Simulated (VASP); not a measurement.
Input of a VASP 6.6.1 run:

Contents of INCAR:

```
PREC     = Accurate       # precision mode
ENCUT    = 600            # plane-wave cutoff, eV
EDIFF    = 1E-6           # SCF threshold, eV
ISMEAR   = 0              # smearing method
SIGMA    = 0.05           # smearing width, eV
LREAL    = False          # projectors in reciprocal space
LASPH    = True           # aspherical terms in the spheres
NELM     = 100            # most SCF steps
ALGO     = Fast           # electronic algorithm
ISIF     = 4              # what is computed and relaxed
LWAVE    = False          # write WAVECAR
LCHARG   = False          # write CHGCAR
GGA      = PE             # functional
IBRION   = 2              # ionic algorithm
NSW      = 60             # ionic steps
EDIFFG   = -0.01          # ionic threshold
```

File KPOINTS:

```
Automatic mesh
0
Gamma
  18 18 10
```

File POSCAR:

```
Hf
1.0
    3.0183847970      0.0000000000      0.0000000000
   -1.5091923985      2.6139979126      0.0000000000
    0.0000000000      0.0000000000      4.7997374197
Hf
2
Direct
    0.3333333333      0.6666666667      0.2500000000
    0.6666666667      0.3333333333      0.7500000000
```

Potentials or basis: VASP PAW PBE potentials, release 64 (Hf_pv).

The run is started by

```bash
$ cat potpaw_PBE.64/Hf_pv/POTCAR > POTCAR
$ mpirun -np 1 vasp_std > vasp.out
```

Predict the band gap on the k mesh.

zero (bands 10 and 11 overlap by 1.55 eV).

Final structure:
```cif
data_structure
_symmetry_space_group_name_H-M 'P 1'
_symmetry_Int_Tables_number 1
_cell_length_a 3.0164
_cell_length_b 3.0164
_cell_length_c 4.8060
_cell_angle_alpha 90.000
_cell_angle_beta 90.000
_cell_angle_gamma 120.000
_cell_volume 37.87
loop_
_atom_site_label
_atom_site_type_symbol
_atom_site_fract_x
_atom_site_fract_y
_atom_site_fract_z
_atom_site_occupancy
Hf1 Hf 0.33333 0.66667 0.25000 1
Hf2 Hf 0.66667 0.33333 0.75000 1
```

Caveat: spin-orbit coupling is left out, which moves the levels of the heavy elements.
